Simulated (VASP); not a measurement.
# MgZn2O3 (I4/mmm) in VASP: density of states with LDA

Aim: the density of states of MgZn2O3 with LDA.

Everything below comes from runs of VASP 6.6.1. Logs are shortened: lines on timing, memory, paths and dates and some standing lists are left out, and cuts for length are marked.

## 1. The cell of the first run

It takes space group I4/mmm (No. 139, tetragonal). Conventional cell: a = 3.048 Å, b = 3.048 Å, c = 12.900 Å, α = 90.00°, β = 90.00°, γ = 90.00°. Within 2.8 Å of Mg (site symmetry 4/mmm) lie 6 O at 2.13 to 2.16 Å. Zn (site symmetry 4mm) has 6 O at 2.16 Å within 2.9 Å. Within 2.8 Å of O (site symmetry 4mm) lie 1 Mg at 2.13 Å and 5 Zn at 2.16 Å. Within 2.9 Å of O (site symmetry 4/mmm) lie 4 Mg at 2.16 Å and 2 Zn at 2.16 Å.

## 2. Density of states, LDA

Contents of POSCAR:

```
MgZn2O3
1.0
   -1.5241747655      1.5241747655      6.4497941634
    1.5241747655     -1.5241747655      6.4497941634
    1.5241747655      1.5241747655     -6.4497941634
Mg Zn O
1 2 3
Direct
    0.0000000000      0.0000000000      0.0000000000
    0.6673523390      0.6673523390      0.0000000000
    0.3326476610      0.3326476610      0.0000000000
    0.8346058004      0.8346058004      0.0000000000
    0.5000000000      0.5000000000      0.0000000000
    0.1653941996      0.1653941996      0.0000000000
```

Contents of INCAR.step1:

```
PREC = Accurate
ENCUT = 520
EDIFF = 1E-7
ISMEAR = 0
SIGMA = 0.02
LREAL = False
LASPH = True
NELM = 80
ALGO = Normal
ISIF = 2
LWAVE = False
LCHARG = True
GGA = CA
NBANDS = 31
```

Contents of KPOINTS.step1:

```
Automatic mesh
0
Gamma
  12 12 12
```

Contents of INCAR.step2:

```
PREC = Accurate
ENCUT = 520
EDIFF = 1E-7
ISMEAR = -5
SIGMA = 0.02
LREAL = False
LASPH = True
NELM = 80
ALGO = Normal
ISIF = 2
LWAVE = False
LCHARG = False
GGA = CA
LORBIT = 11
NEDOS = 1001
ICHARG = 11
```

Contents of KPOINTS.step2:

```
Automatic mesh
0
Gamma
  18 18 18
```

Potentials or basis: VASP PAW LDA potentials, release 64 (Mg, Zn, O).

Started as:

```bash
cat potpaw_LDA.64/Mg/POTCAR potpaw_LDA.64/Zn/POTCAR potpaw_LDA.64/O/POTCAR > POTCAR
cp INCAR.step1 INCAR
cp KPOINTS.step1 KPOINTS
mpirun -np 1 vasp_std > vasp.out
cp INCAR.step2 INCAR
cp KPOINTS.step2 KPOINTS
mpirun -np 1 vasp_std > vasp.out
```

OUTCAR:

```text
PREC = Accurate
   ENCUT = 520
   EDIFF = 1E-7
   ISMEAR = -5
   LREAL = False
   LASPH = True
   NELM = 80
   ISIF = 2
   GGA = CA
   LORBIT = 11
   ICHARG = 11

 ion  position               nearest neighbor table
   1  0.000  0.000  0.000-   4 2.13   6 2.13   5 2.16   5 2.16   5 2.16   5 2.16   2 3.05   2 3.05
                             3 3.05   3 3.05   3 3.05   2 3.05   3 3.05   2 3.05
   2  0.667  0.667  0.000-   6 2.16   6 2.16   6 2.16   6 2.16   4 2.16   5 2.16   3 3.03   3 3.03
                             3 3.03   3 3.03   1 3.05   1 3.05   1 3.05   1 3.05
   3  0.333  0.333  0.000-   4 2.16   4 2.16   4 2.16   4 2.16   6 2.16   5 2.16   2 3.03   2 3.03
                             2 3.03   2 3.03   1 3.05   1 3.05   1 3.05   1 3.05
   4  0.835  0.835  0.000-   1 2.13   3 2.16   3 2.16   3 2.16   3 2.16   2 2.16
   5  0.500  0.500  0.000-   1 2.16   1 2.16   1 2.16   1 2.16   3 2.16   2 2.16
   6  0.165  0.165  0.000-   1 2.13   2 2.16   2 2.16   2 2.16   2 2.16   3 2.16

  LATTYP: Found a body centered tetragonal cell.
 ALAT       =     3.0483495310
 C/A-ratio  =     4.2316631330

  Lattice vectors:

 A1 = (  -1.5241747655,   1.5241747655,   6.4497941634)
 A2 = (   1.5241747655,  -1.5241747655,   6.4497941634)
 A3 = (   1.5241747655,   1.5241747655,  -6.4497941634)

Analysis of symmetry for initial positions (statically):
=====================================================================
 Subroutine PRICEL returns:
 Original cell was already a primitive cell.

 Routine SETGRP: Setting up the symmetry group for a
 body centered tetragonal supercell.

 Subroutine GETGRP returns: Found 16 space group operations
 (whereof 16 operations were pure point group operations)
 out of a pool of 16 trial point group operations.

The static configuration has the point symmetry D_4h.

Analysis of symmetry for dynamics (positions and initial velocities):
=====================================================================
 Subroutine PRICEL returns:
 Original cell was already a primitive cell.

 Routine SETGRP: Setting up the symmetry group for a
 body centered tetragonal supercell.

 Subroutine GETGRP returns: Found 16 space group operations
 (whereof 16 operations were pure point group operations)
 out of a pool of 16 trial point group operations.

The dynamic configuration has the point symmetry D_4h.

 Subroutine INISYM returns: Found 16 space group operations
 (whereof 16 operations are pure point group operations),
 and found     1 'primitive' translations

----------------------------------------------------------------------------------------

                                     Primitive cell

  volume of cell :      59.9343

  direct lattice vectors                    reciprocal lattice vectors
    -1.524174765  1.524174765  6.449794163     0.000000000  0.328046371  0.077521854
     1.524174765 -1.524174765  6.449794163     0.328046371  0.000000000  0.077521854
     1.524174765  1.524174765 -6.449794163     0.328046371  0.328046371  0.000000000

  length of vectors
     6.800445734  6.800445734  6.800445734     0.337081680  0.337081680  0.463927626

  position of ions in fractional coordinates (direct lattice)
     0.000000000  0.000000000  0.000000000
     0.667352339  0.667352339  0.000000000
     0.332647661  0.332647661  0.000000000
     0.834605800  0.834605800  0.000000000
     0.500000000  0.500000000  0.000000000
     0.165394200  0.165394200  0.000000000

  ion indices of the primitive-cell ions
   primitive index   ion index
                 1           1
                 2           2
                 3           3
                 4           4
                 5           5
                 6           6

----------------------------------------------------------------------------------------

 KPOINTS: Automatic mesh

Automatic generation of k-mesh.
 Grid dimensions read from file:
 generate k-points for:   18   18   18

 Generating k-lattice:

  Cartesian coordinates                     Fractional coordinates (reciprocal lattice)
     0.000000000  0.018224798  0.004306770     0.055555556  0.000000000 -0.000000000
     0.018224798  0.000000000  0.004306770     0.000000000  0.055555556 -0.000000000
     0.018224798  0.018224798  0.000000000     0.000000000  0.000000000  0.055555556

  Length of vectors
     0.018726760  0.018726760  0.025773757

  Shift w.r.t. Gamma in fractional coordinates (k-lattice)
     0.000000000  0.000000000  0.000000000

 TETIRR: Found   7414 inequivalent tetrahedra from    34992

 Subroutine IBZKPT returns following result:
 ===========================================

 Found    480 irreducible k-points:

 Following reciprocal coordinates:
            Coordinates               Weight
  0.000000  0.000000  0.000000      1.000000
  0.055556  0.000000 -0.000000      8.000000
  0.111111  0.000000 -0.000000      8.000000
  0.166667  0.000000  0.000000      8.000000
  0.222222  0.000000  0.000000      8.000000
  0.277778 -0.000000  0.000000      8.000000
[... 16 lines left out ...]
 -0.277778  0.055556 -0.000000     16.000000
 -0.222222  0.055556  0.000000     16.000000
 [... further k-points ...]
   k-points           NKPTS =    480   k-points in BZ     NKDIM =    480   number of bands    NBANDS=     26
   number of dos      NEDOS =   1001   number of ions     NIONS =      6
   total plane-waves  NPLWV = 157464
   dimension x,y,z NGX =    54 NGY =   54 NGZ =   54
   dimension x,y,z NGXF=   108 NGYF=  108 NGZF=  108
   ions per type =               1   2   3
   NGX,Y,Z   is equivalent  to a cutoff of  13.20, 13.20, 13.20 a.u.
   NGXF,Y,Z  is equivalent  to a cutoff of  26.40, 26.40, 26.40 a.u.
 SYSTEM =  unknown system
   PREC   = accura    normal or accurate (medium, high low for compatibility)
   ISTART =      0    job   : 0-new  1-cont  2-samecut
   ICHARG =     11    charge: 1-file 2-atom 10-const
   ISPIN  =      1    spin polarized calculation?
   LNONCOLLINEAR =      F non collinear calculations
   LSORBIT =      F    spin-orbit coupling
   LASPH  =      T    aspherical Exc in radial PAW
   ENCUT  =  520.0 eV  38.22 Ry    6.18 a.u.  12.64 12.64 12.64*2*pi/ulx,y,z
   NELM   =     80;   NELMIN=  2; NELMDL=  0     # of ELM steps
   EDIFF  = 0.1E-06   stopping-criterion for ELM
   LREAL  =      F    real-space projection
   EDIFFG = 0.1E-05   stopping-criterion for IOM
   NSW    =      0    number of steps for IOM
   IBRION =     -1    ionic relax: 0-MD 1-quasi-New 2-CG
   NFREE  =      0    steps in history (QN), initial steepest desc. (CG)
   ISIF   =      2    stress and relaxation
   ISYM   =      2    0-nonsym 1-usesym 2-fastsym
   POTIM  = 0.5000    time-step for ionic-motion
   TEBEG  =    0.0;   TEEND  =   0.0 temperature during run
   PSTRESS=    0.0 pullay stress
   NELECT =      44.0000    total number of electrons
   NUPDOWN=      -1.0000    fix difference up-down
   EMIN   =  10.00;   EMAX   =-10.00  energy-range for DOS
   EFERMI =   0.00;   METHOD = LEGACY
   ISMEAR =    -5;   SIGMA  =   0.02  broadening in eV -4-tet -1-fermi 0-gaus
   EFERMI_NEDOS =   21; number of points for ismear=-14 and -15
   IALGO  =     38    algorithm
   IMIX   =      4    mixing-type and parameters
     AMIX     =   0.40;   BMIX     =  1.00
     AMIX_MAG =   1.60;   BMIX_MAG =  1.00
  volume/ion in A,a.u.               =       9.99        67.41
  Fermi-wavevector in a.u.,A,eV,Ry     =   1.476842  2.790826 29.675140  2.181061
  Thomas-Fermi vector in A             =   2.591319
   LORBIT       =     11    0 simple, 1 ext, 2 COOP (PROOUT), +10 PAW based schemes
   GGA     = CA    functional components
   LHFCALC =     F    Hartree Fock is set to
   AEXX    =    0.0000 exact exchange contribution
   IVDW    =     0    specifies the selected vdW correction
   LEPSILON=     F    determine dielectric tensor
   LRPA    =     F    only Hartree local field effects (RPA)
 non-spin polarized calculation
 Fermi weights with tetrahedron method with Bloechl corrections
  energy-cutoff  :      520.00
  volume of cell :       59.93
 maximum number of plane-waves:      1634
 NGX is ok and might be reduce to    54

 number of electron      43.9999999 magnetization

 Free energy of the ion-electron system (eV)
  ---------------------------------------------------
  ext. energy  EPLUGINS =         0.00000000
  ---------------------------------------------------
  free energy    TOTEN  =       -34.11309496 eV

  energy without entropy =      -34.11309496  energy(sigma->0) =      -34.11309496

 E-fermi :   2.5050     XC(G=0): -12.2132

 val. band max:        2.4965837149   @ k =  -0.2222   0.2222   0.2222
 cond. band min:       3.8866560617   @ k =   0.0000   0.0000   0.0000
 fundamental gap:      1.3900723469
 Fermi energy:         2.5050001759

 k-point     1 :       0.0000    0.0000    0.0000
  band No.  band energies     occupation
      1     -15.3890      2.00000
      2     -14.3929      2.00000
      3     -14.0485      2.00000
      4      -3.4199      2.00000
      5      -2.9016      2.00000
      6      -2.6860      2.00000
[... 18 lines left out ...]
     25       9.6037      0.00000
     26      12.1899      0.00000

 k-point     2 :       0.0556    0.0000   -0.0000
  band No.  band energies     occupation
      1     -15.3653      2.00000
      2     -14.3853      2.00000
      3     -14.0361      2.00000
      4      -3.4155      2.00000
      5      -2.9272      2.00000
      6      -2.6969      2.00000
[... 18 lines left out ...]
     25       9.6559      0.00000
[... 608 lines left out ...]
     25      10.1121      0.00000
     26      11.3623      0.00000

 k-point    24 :      -0.2222    0.0556    0.0000
  band No.  band energies     occupation
      1     -15.0238      2.00000
      2     -14.2491      2.00000
      3     -13.9048      2.00000
      4      -3.4821      2.00000
      5      -3.3120      2.00000
      6      -2.9853      2.00000
[... 18 lines left out ...]
     25      10.0849      0.00000
     26      11.9436      0.00000

 [... further k-points ...]

------------------------ aborting loop because EDIFF is reached ----------------------------------------

  FORCE on cell =-STRESS in cart. coord.  units (eV):
  Direction    XX          YY          ZZ          XY          YZ          ZX
  --------------------------------------------------------------------------------------
  -------------------------------------------------------------------------------------
  Total       -4.7355019     -4.7355019     -4.8761360      0.0000000      0.0000000     -0.0000000
  in kB     -126.5905298   -126.5905298   -130.3499928      0.0000000      0.0000000     -0.0000000
  external PRESSURE =    -127.8436841 kB  Pullay stress =       0.0000000 kB

 VOLUME and BASIS-vectors are now :
 -----------------------------------------------------------------------------
  energy-cutoff  :      520.00
  volume of cell :       59.93
      direct lattice vectors                 reciprocal lattice vectors
    -1.524174765  1.524174765  6.449794163     0.000000000  0.328046371  0.077521854
     1.524174765 -1.524174765  6.449794163     0.328046371  0.000000000  0.077521854
     1.524174765  1.524174765 -6.449794163     0.328046371  0.328046371  0.000000000

 POSITION                                       TOTAL-FORCE (eV/Angst)
 -----------------------------------------------------------------------------------
      0.00000      0.00000      0.00000         0.000000      0.000000      0.000000
      0.00000      0.00000      8.60857         0.000000      0.000000      0.000852
      0.00000      0.00000      4.29102         0.000000      0.000000     -0.000852
      0.00000      0.00000     10.76607        -0.000000     -0.000000     -0.084914
      0.00000      0.00000      6.44979         0.000000      0.000000      0.000000
      0.00000      0.00000      2.13352         0.000000      0.000000      0.084914
 -----------------------------------------------------------------------------------
    total drift:                                0.000000     -0.000000     -0.000000

  FREE ENERGIE OF THE ION-ELECTRON SYSTEM (eV)
  ---------------------------------------------------
  free  energy   TOTEN  =       -34.1130949628 eV

  energy  without entropy=      -34.1130949628  energy(sigma->0) =      -34.11309496

 total charge

# of ion       s       p       d       tot
------------------------------------------
    1        0.144   0.163   0.067   0.373
    2        0.413   0.400   9.904  10.717
    3        0.413   0.400   9.904  10.717
    4        1.547   3.414   0.000   4.962
    5        1.536   3.463   0.000   5.000
    6        1.547   3.414   0.000   4.962
--------------------------------------------------
tot          5.600  11.254  19.875  36.730
```

Wall time 25 min (1 thread of Intel Xeon 6975P-C (Granite Rapids), shared host); peak memory 0.85 GiB.

What came out:

```yaml
Valence_electrons_inside_the_program's_atomic_spheres: Mg 0.37; Zn 10.72; O 4.96, 5.00
```
